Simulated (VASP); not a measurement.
Set up this calculation in VASP 6.6.1, as the native input.

| Property | Result |
| --- | --- |
| Task | single point |
| Functional | PBE |
| Potentials or basis | VASP PAW PBE potentials, release 64 (La, Co, Ga_d, Se) |
| Cutoff | 520 eV |
| k mesh | 6 × 6 × 6 |
| Occupations | methfessel-paxton, width 0.0602 eV |
| Spin | no spin polarisation |
| Dipole correction | no |
| Further INCAR settings | ALGO = Normal; EDIFF = 1e-06; NBANDS = 56 |

The structure of La2Ga3Co2Se2 lies in POSCAR:

```
La2Ga3Co2Se2
1.0
    0.0000000000      4.3682120000      0.0000000000
    4.3682120000      0.0000000000      0.0000000000
    2.1841060000      2.1841060000     -9.8876280000
La Co Ga Se
2 2 3 2
Direct
    0.6834400000      0.6834400000      0.6331200000
    0.3165600000      0.3165600000      0.3668800000
    0.0000000000      0.5000000000      0.0000000000
    0.5000000000      0.0000000000      0.0000000000
    0.2500000000      0.7500000000      0.5000000000
    0.7500000000      0.2500000000      0.5000000000
    0.5000000000      0.5000000000      0.0000000000
    0.0951600000      0.0951600000      0.8096800000
    0.9048400000      0.9048400000      0.1903200000
```

These files were run (other wordings do the same):

INCAR

```
SYSTEM = La2Ga3Co2Se2
  PREC = Accurate
  ENCUT = 520
  EDIFF = 1E-6
  ISMEAR = 1
  SIGMA = 0.0602
  LREAL = .FALSE.
  LASPH = .TRUE.
  NELM = 60
  ALGO = Normal
  ISIF = 2
  LWAVE = .FALSE.
  LCHARG = .TRUE.
  GGA = PE
  LELF = .TRUE.
  LVHAR = .TRUE.
  NBANDS = 56
```

KPOINTS

```
Automatic mesh
0
G
  6 6 6
  0 0 0
```

Potentials or basis: VASP PAW PBE potentials, release 64 (La, Co, Ga_d, Se).

The run is started by

```bash
$ cat potpaw_PBE.64/La/POTCAR potpaw_PBE.64/Co/POTCAR potpaw_PBE.64/Ga_d/POTCAR potpaw_PBE.64/Se/POTCAR > POTCAR
$ mpirun -np 1 vasp_std > vasp.out
```

Results of the run:

| Item | Value |
| --- | --- |
| Pressure | 14.2 GPa |
| Largest force | 8.227 eV/Å |
| Band gap on the k mesh | zero (an odd number of electrons rules out a gap without spin polarisation) |

Caveat: the cell stands under pressure; spin-orbit coupling is left out, which moves the levels of the heavy elements; the run has no spin polarisation, though such a crystal can be magnetic; forces of over 1 eV/Å act on the atoms, so gaps and moduli don't describe the material at rest.

Run time: 9.6 min on 1 thread of Intel(R) Xeon(R) Platinum 8488C (Sapphire Rapids), with other jobs on the host, peak memory 0.49 GiB.
